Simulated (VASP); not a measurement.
# MgBr (R-3m) in VASP: relaxation of cell and atoms with PBE

Aim: the relaxation of cell and atoms of MgBr with PBE.

Everything below comes from runs of VASP 6.6.1. Logs are shortened: lines on timing, memory, paths and dates and some standing lists are left out, and cuts for length are marked.

## (1) The cell of the first run

Symmetry: R-3m, No. 166, trigonal system. Conventional cell: a = 4.384 Å, b = 4.384 Å, c = 10.397 Å, α = 90.00°, β = 90.00°, γ = 120.00°. Mg (site symmetry -3m) has 6 Br at 3.07 Å within 4.0 Å. Br (site symmetry -3m) has 6 Mg at 3.07 Å within 4.0 Å.

## (2) Relaxation of cell and atoms, PBE

Contents of INCAR:

```
SYSTEM = MgBr
PREC = Accurate
ENCUT = 600
EDIFF = 1E-6
ISMEAR = 0
SIGMA = 0.1
LREAL = .False.
LASPH = .True.
NELM = 80
ALGO = Normal
ISIF = 3
LWAVE = .False.
LCHARG = .False.
GGA = PE
IBRION = 2
NSW = 100
EDIFFG = -0.01
```

Contents of KPOINTS:

```
Automatic mesh
0
Gamma
  18 18 18
  0 0 0
```

Contents of POSCAR:

```
MgBr
1.0
    2.1921394099      1.2656322784      3.4655273741
   -2.1921394099      1.2656322784      3.4655273741
    0.0000000000     -2.5312645568      3.4655273741
Mg Br
1 1
Direct
    0.0000000000      0.0000000000      0.0000000000
    0.5000000000      0.5000000000      0.5000000000
```

Potentials or basis: VASP PAW PBE potentials, release 64 (Mg, Br).

Run with:

```bash
$ cat potpaw_PBE.64/Mg/POTCAR potpaw_PBE.64/Br/POTCAR > POTCAR
$ mpirun -np 1 vasp_std > vasp.out
```

OUTCAR:

```text
SYSTEM = MgBr
   PREC = Accurate
   ENCUT = 600
   EDIFF = 1E-6
   ISMEAR = 0
   LREAL = .False.
   LASPH = .True.
   NELM = 80
   ISIF = 3
   GGA = PE
   IBRION = 2
   NSW = 100
   EDIFFG = -0.01

 ion  position               nearest neighbor table
   1  0.000  0.000  0.000-   2 3.07   2 3.07   2 3.07   2 3.07   2 3.07   2 3.07
   2  0.500  0.500  0.500-   1 3.07   1 3.07   1 3.07   1 3.07   1 3.07   1 3.07

  LATTYP: Found a trigonal (rhomboedric) cell.
 ALAT       =     4.2915242324
 COS(alpha) =     0.4781529930

  Lattice vectors:

 A1 = (   2.1921394099,   1.2656322784,   3.4655273741)
 A2 = (  -2.1921394099,   1.2656322784,   3.4655273741)
 A3 = (   0.0000000000,  -2.5312645568,   3.4655273741)

Analysis of symmetry for initial positions (statically):
=====================================================================
 Subroutine PRICEL returns:
 Original cell was already a primitive cell.

 Routine SETGRP: Setting up the symmetry group for a
 trigonal (rhombohedral) supercell.

 Subroutine GETGRP returns: Found 12 space group operations
 (whereof 12 operations were pure point group operations)
 out of a pool of 12 trial point group operations.

The static configuration has the point symmetry D_3d.

Analysis of symmetry for dynamics (positions and initial velocities):
=====================================================================
 Subroutine PRICEL returns:
 Original cell was already a primitive cell.

 Routine SETGRP: Setting up the symmetry group for a
 trigonal (rhombohedral) supercell.

 Subroutine GETGRP returns: Found 12 space group operations
 (whereof 12 operations were pure point group operations)
 out of a pool of 12 trial point group operations.

The dynamic configuration has the point symmetry D_3d.

 Subroutine INISYM returns: Found 12 space group operations
 (whereof 12 operations are pure point group operations),
 and found     1 'primitive' translations

----------------------------------------------------------------------------------------

                                     Primitive cell

  volume of cell :      57.6894

  direct lattice vectors                    reciprocal lattice vectors
     2.192139410  1.265632278  3.465527374     0.228087684  0.131686485  0.096185457
    -2.192139410  1.265632278  3.465527374    -0.228087684  0.131686485  0.096185457
     0.000000000 -2.531264557  3.465527374     0.000000000 -0.263372971  0.096185457

  length of vectors
     4.291524232  4.291524232  4.291524232     0.280387168  0.280387168  0.280387168

  position of ions in fractional coordinates (direct lattice)
     0.000000000  0.000000000  0.000000000
     0.500000000  0.500000000  0.500000000

  ion indices of the primitive-cell ions
   primitive index   ion index
                 1           1
                 2           2

----------------------------------------------------------------------------------------

 KPOINTS: Automatic mesh

Automatic generation of k-mesh.
 Grid dimensions read from file:
 generate k-points for:   18   18   18

 Generating k-lattice:

  Cartesian coordinates                     Fractional coordinates (reciprocal lattice)
     0.012671538  0.007315916  0.005343636     0.055555556  0.000000000  0.000000000
    -0.012671538  0.007315916  0.005343636     0.000000000  0.055555556  0.000000000
     0.000000000 -0.014631832  0.005343636     0.000000000  0.000000000  0.055555556

  Length of vectors
     0.015577065  0.015577065  0.015577065

  Shift w.r.t. Gamma in fractional coordinates (k-lattice)
     0.000000000  0.000000000  0.000000000

 Subroutine IBZKPT returns following result:
 ===========================================

 Found    580 irreducible k-points:

 Following reciprocal coordinates:
            Coordinates               Weight
  0.000000  0.000000  0.000000      1.000000
  0.055556  0.000000  0.000000      6.000000
  0.111111  0.000000  0.000000      6.000000
  0.166667 -0.000000 -0.000000      6.000000
  0.222222  0.000000 -0.000000      6.000000
  0.277778  0.000000  0.000000      6.000000
[... 16 lines left out ...]
 -0.277778  0.055556  0.000000     12.000000
 -0.222222  0.055556  0.000000     12.000000
 [... further k-points ...]
   k-points           NKPTS =    580   k-points in BZ     NKDIM =    580   number of bands    NBANDS=      8
   number of dos      NEDOS =    301   number of ions     NIONS =      2
   total plane-waves  NPLWV =  46656
   dimension x,y,z NGX =    36 NGY =   36 NGZ =   36
   dimension x,y,z NGXF=    72 NGYF=   72 NGZF=   72
   ions per type =               1   1
   NGX,Y,Z   is equivalent  to a cutoff of  13.95, 13.95, 13.95 a.u.
   NGXF,Y,Z  is equivalent  to a cutoff of  27.89, 27.89, 27.89 a.u.
 SYSTEM =  MgBr
   PREC   = accura    normal or accurate (medium, high low for compatibility)
   ISTART =      0    job   : 0-new  1-cont  2-samecut
   ICHARG =      2    charge: 1-file 2-atom 10-const
   ISPIN  =      1    spin polarized calculation?
   LNONCOLLINEAR =      F non collinear calculations
   LSORBIT =      F    spin-orbit coupling
   LASPH  =      T    aspherical Exc in radial PAW
   ENCUT  =  600.0 eV  44.10 Ry    6.64 a.u.   8.57  8.57  8.57*2*pi/ulx,y,z
   NELM   =     80;   NELMIN=  2; NELMDL= -5     # of ELM steps
   EDIFF  = 0.1E-05   stopping-criterion for ELM
   LREAL  =      F    real-space projection
   EDIFFG = -.1E-01   stopping-criterion for IOM
   NSW    =    100    number of steps for IOM
   IBRION =      2    ionic relax: 0-MD 1-quasi-New 2-CG
   NFREE  =      1    steps in history (QN), initial steepest desc. (CG)
   ISIF   =      3    stress and relaxation
   ISYM   =      2    0-nonsym 1-usesym 2-fastsym
   POTIM  = 0.5000    time-step for ionic-motion
   TEBEG  =    0.0;   TEEND  =   0.0 temperature during run
   PSTRESS=    0.0 pullay stress
   NELECT =       9.0000    total number of electrons
   NUPDOWN=      -1.0000    fix difference up-down
   EMIN   =  10.00;   EMAX   =-10.00  energy-range for DOS
   EFERMI =   0.00;   METHOD = LEGACY
   ISMEAR =     0;   SIGMA  =   0.10  broadening in eV -4-tet -1-fermi 0-gaus
   EFERMI_NEDOS =   21; number of points for ismear=-14 and -15
   IALGO  =     38    algorithm
   IMIX   =      4    mixing-type and parameters
     AMIX     =   0.40;   BMIX     =  1.00
     AMIX_MAG =   1.60;   BMIX_MAG =  1.00
  volume/ion in A,a.u.               =      28.84       194.65
  Fermi-wavevector in a.u.,A,eV,Ry     =   0.881300  1.665415 10.567495  0.776689
  Thomas-Fermi vector in A             =   2.001777
   LORBIT       =      0    0 simple, 1 ext, 2 COOP (PROOUT), +10 PAW based schemes
   GGA     = PE    functional components
   LHFCALC =     F    Hartree Fock is set to
   AEXX    =    0.0000 exact exchange contribution
   IVDW    =     0    specifies the selected vdW correction
   LEPSILON=     F    determine dielectric tensor
   LRPA    =     F    only Hartree local field effects (RPA)
 conjugate gradient relaxation of ions
 non-spin polarized calculation
 Gauss-broadening in eV      SIGMA  =   0.10
  energy-cutoff  :      600.00
  volume of cell :       57.69
 maximum number of plane-waves:      1945
   NGX = 17   NGY = 17   NGZ = 17

--------------------------------------- Ionic step        1  -------------------------------------------

 number of electron       9.0000000 magnetization

 Free energy of the ion-electron system (eV)
  ---------------------------------------------------
  ext. energy  EPLUGINS =         0.00000000
  ---------------------------------------------------
  free energy    TOTEN  =        -4.19722494 eV

  energy without entropy =       -4.19025450  energy(sigma->0) =       -4.19373972

------------------------ aborting loop because EDIFF is reached ----------------------------------------

  FORCE on cell =-STRESS in cart. coord.  units (eV):
  Direction    XX          YY          ZZ          XY          YZ          ZX
  --------------------------------------------------------------------------------------
  -------------------------------------------------------------------------------------
  Total       -0.0110531     -0.0110531     -0.0335705     -0.0000000      0.0000000      0.0000000
  in kB       -0.3069730     -0.3069730     -0.9323362     -0.0000000      0.0000000      0.0000000
  external PRESSURE =      -0.5154274 kB  Pullay stress =       0.0000000 kB

 VOLUME and BASIS-vectors are now :
 -----------------------------------------------------------------------------
  energy-cutoff  :      600.00
  volume of cell :       57.69
      direct lattice vectors                 reciprocal lattice vectors
     2.192139410  1.265632278  3.465527374     0.228087684  0.131686485  0.096185457
    -2.192139410  1.265632278  3.465527374    -0.228087684  0.131686485  0.096185457
     0.000000000 -2.531264557  3.465527374     0.000000000 -0.263372971  0.096185457
[... 37 lines left out ...]
 POSITION                                       TOTAL-FORCE (eV/Angst)
 -----------------------------------------------------------------------------------
      2.19155     -1.26529      6.92544         0.000000      0.000000      0.000000
      0.00000      0.00000      5.19408        -0.000000     -0.000000     -0.000000
 -----------------------------------------------------------------------------------
    total drift:                               -0.000000     -0.000000      0.000000

  FREE ENERGIE OF THE ION-ELECTRON SYSTEM (eV)
  ---------------------------------------------------
  free  energy   TOTEN  =        -4.1972478119 eV

  energy  without entropy=       -4.1902785217  energy(sigma->0) =       -4.19376317

--------------------------------------- Ionic step        3  -------------------------------------------

 number of electron       9.0000000 magnetization

 Free energy of the ion-electron system (eV)
  ---------------------------------------------------
  ext. energy  EPLUGINS =         0.00000000
  ---------------------------------------------------
  free energy    TOTEN  =        -4.19725111 eV

  energy without entropy =       -4.19028435  energy(sigma->0) =       -4.19376773

 E-fermi :   3.4390     XC(G=0):  -8.1525

 val. band max:        3.4389024356   @ k =  -0.3889   0.3889   0.1667
 cond. band min:       3.4412494996   @ k =  -0.2778   0.4444   0.1111
 fundamental gap:      0.0023470640
 Fermi energy:         3.4390247967

 k-point     1 :       0.0000    0.0000    0.0000
  band No.  band energies     occupation
      1     -13.7259      2.00000
      2      -1.1404      2.00000
      3      -1.1404      2.00000
      4      -1.0080      2.00000
      5       0.8840      2.00000
      6       7.9983      0.00000
      7       7.9983      0.00000
      8       8.4312      0.00000

 k-point     2 :       0.0556    0.0000    0.0000
  band No.  band energies     occupation
      1     -13.7192      2.00000
      2      -1.2773      2.00000
      3      -1.1459      2.00000
      4      -1.0239      2.00000
      5       1.0488      2.00000
      6       7.8526      0.00000
      7       8.0214      0.00000
      8       8.4212      0.00000
[... 221 lines left out ...]
 k-point    23 :      -0.2778    0.0556    0.0000
  band No.  band energies     occupation
      1     -13.5753      2.00000
      2      -2.8317      2.00000
      3      -1.3332      2.00000
      4      -1.1538      2.00000
      5       3.0952      2.00000
      6       6.1708      0.00000
      7       7.0161      0.00000
      8       7.0829      0.00000

 k-point    24 :      -0.2222    0.0556    0.0000
  band No.  band energies     occupation
      1     -13.6153      2.00000
      2      -2.5146      2.00000
      3      -1.3000      2.00000
      4      -1.1145      2.00000
      5       2.6529      2.00000
      6       6.5388      0.00000
      7       7.2481      0.00000
      8       7.3726      0.00000

 [... further k-points ...]

------------------------ aborting loop because EDIFF is reached ----------------------------------------

  FORCE on cell =-STRESS in cart. coord.  units (eV):
  Direction    XX          YY          ZZ          XY          YZ          ZX
  --------------------------------------------------------------------------------------
  -------------------------------------------------------------------------------------
  Total        0.0176986      0.0176986     -0.0127086      0.0000000      0.0000000      0.0000000
  in kB        0.4934964      0.4934964     -0.3543589      0.0000000      0.0000000      0.0000000
  external PRESSURE =       0.2108779 kB  Pullay stress =       0.0000000 kB

 VOLUME and BASIS-vectors are now :
 -----------------------------------------------------------------------------
  energy-cutoff  :      600.00
  volume of cell :       57.46
      direct lattice vectors                 reciprocal lattice vectors
     2.190406608  1.264631845  3.457207393     0.228268121  0.131790661  0.096416933
    -2.190406608  1.264631845  3.457207393    -0.228268121  0.131790661  0.096416933
     0.000000000 -2.529263690  3.457207393     0.000000000 -0.263581322  0.096416933

 POSITION                                       TOTAL-FORCE (eV/Angst)
 -----------------------------------------------------------------------------------
     -0.00000      0.00000      0.00000        -0.000000     -0.000000     -0.000000
      0.00000      0.00000      5.18581         0.000000      0.000000      0.000000
 -----------------------------------------------------------------------------------
    total drift:                               -0.000000     -0.000000      0.000000

  FREE ENERGIE OF THE ION-ELECTRON SYSTEM (eV)
  ---------------------------------------------------
  free  energy   TOTEN  =        -4.1972511102 eV

  energy  without entropy=       -4.1902843537  energy(sigma->0) =       -4.19376773

 reached required accuracy - stopping structural energy minimisation
```

Wall time 9.2 min (1 thread of Intel Xeon 8259CL, shared host); peak memory 0.59 GiB.

Results:

| Item | Value |
| --- | --- |
| Free energy | -4.1973 eV |
| Relaxed volume | 28.73 Å³/atom |
| Relaxed cell | a = 4.284 Å, b = 4.284 Å, c = 4.284 Å, α = 61.51°, β = 61.51°, γ = 61.51° |
| Space group after relaxing (to 0.1 Å) | R-3m (No. 166) |
| Energy gained by relaxing | 0.0 meV/atom |
| Ionic steps | 3 |
| Pressure after relaxing | 0.0 GPa |
| Band gap on the k mesh | zero (an odd number of electrons rules out a gap without spin polarisation) |

Final structure:
```yaml
crystal:
  lattice:
    - [2.19041, 1.26463, 3.45721]
    - [-2.19041, 1.26463, 3.45721]
    - [0.00000, -2.52926, 3.45721]
  atoms:
    - { symbol: Mg, position: [0.00000, 0.00000, 0.00000] }
    - { symbol: Br, position: [0.50000, 0.50000, 0.50000] }
```

Caveat: an odd number of electrons without spin polarisation forces a metal; a magnetic or distorted state may lie lower.
